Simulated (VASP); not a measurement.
Set up this calculation in VASP 6.6.1, as the native input.

* Task: single point
* Functional: revPBE
* Potentials or basis: VASP PAW PBE potentials, release 64 (Nb_sv, C)
* Cutoff: 600 eV
* k mesh: 10 × 10 × 10
* Occupations: gaussian, width 0.05 eV
* Spin: no spin polarisation
* Dipole correction: no
* Further INCAR settings: ALGO = Normal; EDIFF = 1e-06; NBANDS = 16

The structure of NbC lies in POSCAR:

```
NbC
1.0
    0.0000000000      2.2183610682      2.2183610682
    2.2183610682      0.0000000000      2.2183610682
    2.2183610682      2.2183610682      0.0000000000
Nb C
1 1
Direct
    0.0000000000      0.0000000000      0.0000000000
    0.5000000000      0.5000000000      0.5000000000
```

This cell differs from its parent crystal: volume scaled by 0.96.

These files were run (other wordings do the same):

INCAR

```
SYSTEM = NbC
PREC     = Accurate       ! precision mode
ENCUT    = 600            ! plane-wave cutoff, eV
EDIFF    = 1E-6           ! SCF threshold, eV
ISMEAR   = 0              ! smearing method
SIGMA    = 0.05           ! smearing width, eV
LREAL    = .False.        ! projectors in reciprocal space
LASPH    = .True.         ! aspherical terms in the spheres
NELM     = 120            ! most SCF steps
ALGO     = Normal         ! electronic algorithm
ISIF     = 2              ! what is computed and relaxed
LWAVE    = .False.        ! write WAVECAR
LCHARG   = .False.        ! write CHGCAR
GGA      = RE             ! functional
NBANDS   = 16             ! bands
GGA_COMPAT= .False.
```

KPOINTS

```
Automatic mesh
0
Gamma
  10 10 10
  0 0 0
```

Potentials or basis: VASP PAW PBE potentials, release 64 (Nb_sv, C).

The run is started by

```bash
$ cat potpaw_PBE.64/Nb_sv/POTCAR potpaw_PBE.64/C/POTCAR > POTCAR
$ mpirun -np 1 vasp_std > vasp.out
```

Results of the run:

```json
{
  "Pressure": "12.4 GPa"
}
```

Caveat: the PAW data sets were made with another functional, which shifts forces and pressure a little.

Run time: 17 s on 1 thread of Intel(R) Xeon(R) 6975P-C (Granite Rapids) (shared host), peak memory 0.17 GiB.
